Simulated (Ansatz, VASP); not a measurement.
## Two plane-wave programs on CsGa

```
CELL_PARAMETERS angstrom
4.01502 0.00000 0.00000
0.00000 4.01502 0.00000
0.00000 0.00000 4.01502
ATOMIC_POSITIONS crystal
Cs 0.00000 0.00000 0.00000
Ga 0.50000 0.50000 0.50000
```

Alike in both runs: task single point; functional PBE; k mesh 4 × 4 × 4; occupations gaussian, width 0.1 eV; no spin polarisation.

|  | VASP | Ansatz |
| --- | --- | --- |
| version | VASP 6.6.1 | Ansatz 0.2.0 |
| potentials or method | VASP PAW PBE potentials, release 64 (Cs_sv, Ga_d), cutoff 520 eV | scalar-relativistic, plane waves, PAW |
| valence electrons in the cell | 22 | 22 |

```csv
,VASP,Ansatz,Ansatz less VASP
gap on the k mesh at the Fermi level (eV),none,none,-
pressure (GPa),4.6,4.5,-0.11
```

A gap of «none» marks a metal or a gap that the smearing closes. The functional is the same, so the differences come from potentials, cutoffs and numerics.

The k mesh is coarse, so the values compare programs but aren't converged. Neither program's run includes spin-orbit coupling.
